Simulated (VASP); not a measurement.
Runs of VASP 6.6.1 on Zn. The structure is that of space group Im-3m (No. 229), or close to it. The cells are those of the table. This isn't the form of Zn at room conditions, which is hcp.

```tsv
task	level	spin	fixed moment (μB)	cell	k mesh	cutoff (eV)	smearing	grid for exact exchange (PRECFOCK)	share of exact exchange	gap on the mesh (eV)	pressure (GPa)	relaxed volume (Å³/atom)
relaxation of cell and atoms	B3LYP	off	-	relaxed from a = 2.718 Å, angles 109.5°, 1 atom	6 × 6 × 6	600	fermi-dirac 0.05 eV	Normal	0.2	none	0.0	(a)
single point	RPBE	off	-	a = 2.757 Å, angles 109.5°, 1 atom	12 × 12 × 12	520	fermi-dirac 0.1 eV	-	-	none	0.2	-
single point	PBE0	off	-	a = 2.753 Å, angles 109.5°, 1 atom	6 × 6 × 6	520	fermi-dirac 0.05 eV	Normal	0.25	none	(b)	-
single point	PBE0	off	-	a = 2.771 Å, angles 109.5°, 1 atom	6 × 6 × 6	520	fermi-dirac 0.05 eV	Normal	0.25	none	-4.0	-
single point	PBE0	off	-	a = 2.753 Å, angles 109.5°, 1 atom	8 × 8 × 8	520	fermi-dirac 0.05 eV	Normal	0.25	none	-4.0	-
relaxation of cell and atoms	PBEsol-based global hybrid with 25 % exact exchange	off	-	relaxed from a = 2.718 Å, angles 109.5°, 1 atom	6 × 6 × 6	600	fermi-dirac 0.05 eV	Normal	0.25	none	0.0	14.75
single point	pbesol exchange, pbe correlation	collinear, zero start	0.0	a = 2.718 Å, angles 109.5°, 1 atom	12 × 12 × 12	500	fermi-dirac 0.025 eV	-	-	-	-5.9	-
relaxation of cell and atoms	RPBE	off	-	relaxed from a = 2.718 Å, angles 109.5°, 1 atom	12 × 12 × 12	600	fermi-dirac 0.1 eV	-	-	none	0.0	16.19
```

Alike in all rows: potentials or basis VASP PAW PBE potentials, release 64 (Zn).

Task: Fill in the values left out.

Result: (a) 16.36; (b) -2.8.

Caveats: some runs use coarse meshes; the PAW data sets were made with another functional, which shifts forces and pressure a little; the cell stands under tension (at least some runs); the total moment is fixed, so each spin has its own Fermi level (at least some runs).

A gap of «none» marks levels without a gap at the run's occupations.
